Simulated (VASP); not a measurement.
A run of VASP 6.6.1 is set up as follows.

INCAR

```
PREC     = Accurate       # precision mode
ENCUT    = 520            # plane-wave cutoff, eV
EDIFF    = 1E-6           # SCF threshold, eV
ISMEAR   = -1             # smearing method
SIGMA    = 0.05           # smearing width, eV
LREAL    = False          # projectors in reciprocal space
LASPH    = True           # aspherical terms in the spheres
NELM     = 80             # most SCF steps
ALGO     = Normal         # electronic algorithm
ISIF     = 2              # what is computed and relaxed
LWAVE    = False          # write WAVECAR
LCHARG   = True           # write CHGCAR
LELF     = True           # ELF
LVHAR    = True         
NBANDS   = 12             # bands
```

The input KPOINTS:

```
Automatic mesh
0
Gamma
  15 15 15
```

POSCAR

```
Sc
1.0
    2.4647226837      0.0000000000      0.0000000000
    0.0000000000      2.4647226837      0.0000000000
    0.0000000000      0.0000000000      2.4647226837
Sc
1
Direct
    0.0000000000      0.0000000000      0.0000000000
```

Potentials or basis: VASP PAW LDA potentials, release 64 (Sc_sv).

Launch:

```sh
$ cat potpaw_LDA.64/Sc_sv/POTCAR > POTCAR
$ mpirun -np 1 vasp_std > vasp.out
```

Estimate the pressure.

35.5 GPa.
